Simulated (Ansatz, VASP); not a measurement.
InSb: VASP beside Ansatz

```
In Sb
1.0
    -2.90271    2.90271    1.58491
     2.90271   -2.90271    1.58491
     2.90271    2.90271   -1.58491
In Sb
1 1
Direct
  0.25000 0.75000 0.50000
  0.00000 0.00000 0.00000
```

Alike in both runs: task single point; functional PBEsol; k mesh 24 × 24 × 24; occupations gaussian, width 0.15 eV; no spin polarisation.

|  | VASP | Ansatz |
| --- | --- | --- |
| version | VASP 6.6.1 | Ansatz 0.2.0 |
| potentials or method | VASP PAW PBE potentials, release 64 (In_d, Sb), cutoff 520 eV | scalar-relativistic, plane waves, PAW |
| valence electrons in the cell | 18 | 28 |

```csv
,VASP,Ansatz,Ansatz less VASP
gap on the k mesh at the Fermi level (eV),none,none,-
pressure (GPa),0.1,0.1,-0.03
"traceless stress, the component that is largest in VASP (GPa)",-0.20,-0.20,0.000
```

VASP's potentials were made for PBE, not for PBEsol. A gap of «none» marks a metal or a gap that the smearing closes. VASP's potentials hold 18 valence electrons a cell and Ansatz's 28, so a difference there can come from the potentials and not from the codes.

Neither program's run includes spin-orbit coupling.
